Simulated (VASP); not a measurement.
Set up this calculation in VASP 6.6.1, as the native input.

- Task: relaxation of cell and atoms
- Functional: LDA
- Potentials or basis: VASP PAW LDA potentials, release 64 (Be)
- Cutoff: 600 eV
- k mesh: 16 × 16 × 5
- Occupations: fermi-dirac, width 0.1 eV
- Spin: no spin polarisation
- Dipole correction: no
- Further INCAR settings: ALGO = Normal; EDIFF = 1e-06; IBRION = 2; EDIFFG = -0.01; NSW = 80; ISIF = 3

The structure of Be lies in POSCAR:

```
Be
1.0
    2.2554104699      0.0000000000      0.0000000000
   -1.1277052350      1.9532427629      0.0000000000
    0.0000000000      0.0000000000      7.3661705948
Be
4
Direct
    0.0000000000      0.0000000000      0.0000000000
    0.0000000000      0.0000000000      0.5000000000
    0.3333333333      0.6666666667      0.2500000000
    0.6666666667      0.3333333333      0.7500000000
```

One way to write it, as run:

INCAR

```
SYSTEM = Be
  PREC = Accurate
  ENCUT = 600
  EDIFF = 1E-6
  ISMEAR = -1
  SIGMA = 0.1
  LREAL = .False.
  LASPH = .True.
  NELM = 80
  ALGO = Normal
  ISIF = 3
  LWAVE = .False.
  LCHARG = .False.
  IBRION = 2
  NSW = 80
  EDIFFG = -0.01
```

KPOINTS

```
Automatic mesh
0
Gamma
  16 16 5
  0 0 0
```

Potentials or basis: VASP PAW LDA potentials, release 64 (Be).

Command:

```console
$ cat potpaw_LDA.64/Be/POTCAR > POTCAR
$ mpirun -np 1 vasp_std > vasp.out
```

Results of the run:

```json
{
  "Relaxed volume": "7.56 Å³/atom",
  "Relaxed cell": "a = 2.221 Å, b = 2.221 Å, c = 7.083 Å, α = 90.00°, β = 90.00°, γ = 120.00°",
  "Space group after relaxing (to 0.1 Å)": "P6_3/mmc (No. 194)",
  "Energy gained by relaxing": "18.8 meV/atom",
  "Ionic steps": "7",
  "Pressure after relaxing": "0.0 GPa",
  "Band gap on the k mesh": "zero (bands 4 and 5 overlap by 1.54 eV)"
}
```

Run time: 49 s on 1 thread of Intel(R) Xeon(R) Platinum 8259CL CPU @ 2.50GHz (Skylake/Cascade Lake), with other jobs on the host, peak memory 0.14 GiB.
